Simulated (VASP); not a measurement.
**Al2InN3: single point with PBE**

Al2InN3:

```xyz
12
Lattice="4.8498 -3.0221 0.0000 4.8498 3.0221 0.0000 0.0000 0.0000 5.1778" Properties=species:S:1:pos:R:3 pbc="T T T"
Al    1.6650    0.9865    5.1350
Al    8.0347    0.9865    5.1350
Al    8.0347   -0.9865    2.5461
Al    1.6650   -0.9865    2.5461
In    4.8498    1.0754    5.1105
In    4.8498   -1.0754    2.5216
N     1.7963    0.8971    1.8417
N     7.9033    0.8971    1.8417
N     7.9033   -0.8971    4.4306
N     1.7963   -0.8971    4.4306
N     4.8498    1.2195    2.1029
N     4.8498   -1.2195    4.6918
```

- Program: VASP 6.6.1
- Task: single point
- Functional: PBE
- Potentials or basis: VASP PAW PBE potentials, release 64 (Al, In_d, N)
- Cutoff: 520 eV
- k mesh: 6 × 6 × 6
- Occupations: gaussian, width 0.05 eV
- Spin: no spin polarisation

The pressure is -5.3 GPa and the largest force is 0.618 eV/Å. The band gap on the k mesh is 1.84 eV.

Forces on the atoms (eV/Å):
```
Al   0.054 -0.287 -0.357
Al  -0.054 -0.287 -0.357
Al  -0.054  0.287 -0.357
Al   0.054  0.287 -0.357
In   0.000 -0.432 -0.251
In   0.000  0.432 -0.251
N    0.125 -0.447  0.408
N   -0.125 -0.447  0.408
N   -0.125  0.447  0.408
N    0.125  0.447  0.408
N    0.000 -0.346  0.148
N    0.000  0.346  0.148
```

Stress tensor (GPa, compression positive):
```
  0.62   0.00   0.00
  0.00 -18.39   0.00
  0.00   0.00   1.90
```

Levels at points of the mesh, in eV from the valence-band top:
| k point | band 31 | band 32 | band 33 | band 34 | band 35 | band 36 | band 37 | band 38 |
| --- | --- | --- | --- | --- | --- | --- | --- | --- |
| (0.00, 0.00, 0.00) | -0.60 | -0.28 | 0.00 | 0.00 | 1.84 | 3.81 | 5.34 | 5.45 |
| (0.50, 0.00, 0.00) | -0.68 | -0.67 | -0.61 | -0.41 | 3.80 | 3.90 | 5.50 | 5.64 |
| (0.50, 0.50, 0.00) | -0.62 | -0.60 | -0.48 | -0.18 | 3.83 | 4.41 | 4.88 | 6.09 |
| (0.00, 0.00, 0.50) | -0.36 | -0.36 | -0.15 | -0.15 | 3.83 | 3.83 | 6.49 | 6.49 |
| (0.50, 0.00, 0.50) | -1.00 | -1.00 | -0.42 | -0.42 | 4.11 | 4.11 | 5.30 | 5.30 |
| (0.50, 0.50, 0.50) | -0.81 | -0.81 | -0.52 | -0.52 | 4.51 | 4.51 | 5.35 | 5.35 |

Wall time 7.8 min on 1 thread of Oxide Virtual Turin-like Processor, with other jobs on the host, peak memory 0.4 GiB.

Caveat: the stress differs along the axes, from -18 to 2 GPa; spin-orbit coupling is left out, which moves the levels of the heavy elements.
